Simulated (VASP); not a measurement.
Wanted: the native input for a VASP 6.6.1 run.

```yaml
Task: single point
Functional: revpbe exchange, lda correlation
Potentials_or_basis: VASP PAW PBE potentials, release 64 (Ga_d)
Cutoff: 500 eV
k_mesh: 13 × 13 × 13
Occupations: gaussian, width 0.1 eV
Spin: collinear spin
Starting_moments: "[0.5] μB"
Dipole_correction: no
Further_INCAR_settings: ALGO = Normal; EDIFF = 1e-06; NBANDS = 16
```

The structure of Ga lies in POSCAR:

```
Ga
1.0
   -1.3935671902      1.3935671902      2.3265304007
    1.3935671902     -1.3935671902      2.3265304007
    1.3935671902      1.3935671902     -2.3265304007
Ga
1
Direct
    0.0000000000      0.0000000000      0.0000000000
```

The input as run:

INCAR

```
ALGO = Normal
EDIFF = 1E-6
ENCUT = 500
GGA = LIBXC
GGA_COMPAT = False
ISIF = 2
ISMEAR = 0
ISPIN = 2
LASPH = True
LCHARG = False
LIBXC1 = GGA_X_PBE_R
LIBXC2 = LDA_C_PW
LORBIT = 11
LREAL = False
LWAVE = False
MAGMOM = 0.5
NBANDS = 16
NELM = 200
PREC = Accurate
SIGMA = 0.1
```

KPOINTS

```
k-points
0
Gamma
  13 13 13
```

Potentials or basis: VASP PAW PBE potentials, release 64 (Ga_d).

Launch:

```sh
$ cat potpaw_PBE.64/Ga_d/POTCAR > POTCAR
$ mpirun -np 1 vasp_std > vasp.out
```

It gave:

```
Pressure                                              : 12.0 GPa
Net moment                                            : 0.00 μB per cell
Valence electrons inside the program's atomic spheres : Ga 11.60
```

Caveat: the cell stands under pressure; the PAW data sets were made with another functional, which shifts forces and pressure a little.

Wall time 36 s on 1 thread of Intel(R) Xeon(R) 6975P-C (Granite Rapids) (shared host), peak memory 0.2 GiB.
